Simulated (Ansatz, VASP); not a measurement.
**Two plane-wave programs on Na**

File INCAR:

```
  ALGO = Normal
  EDIFF = 1E-6
  ENCUT = 520
  GGA = RE
  ISIF = 2
  ISMEAR = -1
  LASPH = T
  LCHARG = T
  LELF = T
  LREAL = F
  LVHAR = T
  LWAVE = F
  NBANDS = 18
  NELM = 100
  PREC = Accurate
  SIGMA = 0.1
```

The input KPOINTS:

```
k-points
0
Gamma
  7 7 10
```

File POSCAR:

```
Na
1.0
    5.9718177775      0.0000000000      0.0000000000
   -2.9859088888      5.1717459021      0.0000000000
    0.0000000000      0.0000000000      3.5416136392
Na
3
Direct
    1.0000000000      1.0000000000      0.0000000000
    0.3333333333      0.6666666667      0.5000000000
    0.6666666667      0.3333333333      0.5000000000
```

Input for Ansatz:

```yaml
crystal:
  lattice:
    - [5.9718177775, 0.0, 0.0]
    - [-2.9859088888, 5.1717459021, 0.0]
    - [0.0, 0.0, 3.5416136392]
  atoms:
    - { symbol: Na, position: [1.0, 1.0, 0.0] }
    - { symbol: Na, position: [0.3333333333, 0.6666666667, 0.5] }
    - { symbol: Na, position: [0.6666666667, 0.3333333333, 0.5] }
hamiltonian:
  xc: revpbe
  pseudopotentials:
    kind: paw
    azcp:
      Na: "pseudopotentials/Na.paw.azcp"
basis:
  ecutwfc: 420
  fft_grid_basis: typed
kpoints:
  mp_grid: { grid: [7, 7, 10], shift: [0, 0, 0] }
magnetization:
  spin_polarized: false
scf:
  occupations: { method: fermi_dirac, width: 0.1 }
  lower_state_search: "off"
output:
  stress: true
```

Alike in both runs: task single point; functional revPBE; k mesh 7 × 7 × 10; occupations fermi-dirac, width 0.1 eV; no spin polarisation.

```csv
,VASP,Ansatz
version,VASP 6.6.1,Ansatz 0.2.0
potentials or method,"VASP PAW PBE potentials, release 64 (Na_pv), cutoff 520 eV","plane waves (420 eV) with PAW, scalar-relativistic"
valence electrons in the cell,21,27
```

```csv
,VASP,Ansatz,Ansatz less VASP
pressure (GPa),0.7,0.7,+0.01
"traceless stress, the component that is largest in VASP (GPa)",0.09,0.08,-0.003
```

VASP's potentials were made for PBE, not for revPBE. VASP's potentials hold 21 valence electrons a cell and Ansatz's 27, so a difference there can come from the potentials and not from the codes.
